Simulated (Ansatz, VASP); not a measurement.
## One calculation of ZnO, two programs

File INCAR:

```
SYSTEM = ZnO
  ALGO = Normal
  EDIFF = 1E-6
  EDIFFG = -0.002
  ENCUT = 600
  GGA = RP
  IBRION = 2
  ISIF = 3
  ISMEAR = 0
  LASPH = .TRUE.
  LCHARG = .FALSE.
  LREAL = .FALSE.
  LWAVE = .FALSE.
  NELM = 100
  NSW = 100
  PREC = Accurate
  SIGMA = 0.02
```

File KPOINTS:

```
k-points
0
G
  9 9 6
  0 0 0
```

POSCAR

```
ZnO
1.0
    3.3153065239      0.0000000000      0.0000000000
   -1.6576532619      2.8711396710      0.0000000000
    0.0000000000      0.0000000000      5.3531697776
Zn O
2 2
Direct
    0.3333333333      0.6666666667      0.0019469875
    0.6666666667      0.3333333333      0.5019469875
    0.3333333333      0.6666666667      0.3810530125
    0.6666666667      0.3333333333      0.8810530125
```

Input for Ansatz:

```yaml
crystal:
  lattice:
    - [3.3153065239, 0.0, 0.0]
    - [-1.6576532619, 2.871139671, 0.0]
    - [0.0, 0.0, 5.3531697776]
  atoms:
    - { symbol: Zn, position: [0.3333333333, 0.6666666667, 0.0019469875] }
    - { symbol: Zn, position: [0.6666666667, 0.3333333333, 0.5019469875] }
    - { symbol: O, position: [0.3333333333, 0.6666666667, 0.3810530125] }
    - { symbol: O, position: [0.6666666667, 0.3333333333, 0.8810530125] }
basis:
  ecutwfc: 420
kpoints:
  mp_grid: { grid: [9, 9, 6] }
hamiltonian:
  xc: rpbe
  pseudopotentials: { kind: paw, azcp: { folder: soft_1 } }
scf:
  occupations: { method: gaussian, width: 0.02 }
output:
  forces: true
  stress: true
  eigenvalues: true
relax:
  adjacent_minimum: "off"
  f_tol: 0.002
  max_steps: 80
  cell: { stress_tol: 0.02 }
```

Alike in both runs: task relaxation of cell and atoms; functional RPBE; k mesh 9 × 9 × 6; occupations gaussian, width 0.02 eV; no spin polarisation.

```csv
,VASP,Ansatz
version,VASP 6.6.1,Ansatz 0.2.0
potentials or method,"VASP PAW PBE potentials, release 64 (Zn, O), cutoff 600 eV","scalar-relativistic, plane waves, PAW"
valence electrons in the cell,36,36
```

|  | VASP | Ansatz | Ansatz less VASP |
| --- | --- | --- | --- |
| gap on the k mesh at the Fermi level, each at its own relaxed structure (eV) | 0.77 | 0.80 | +0.032 |
| relaxed volume (Å³/atom) | 12.84 | 12.77 | -0.067 |
| relaxed cell length with the largest relative difference (Å) | 5.364 | 5.354 | -0.0096 |

VASP's potentials were made for PBE, not for RPBE.
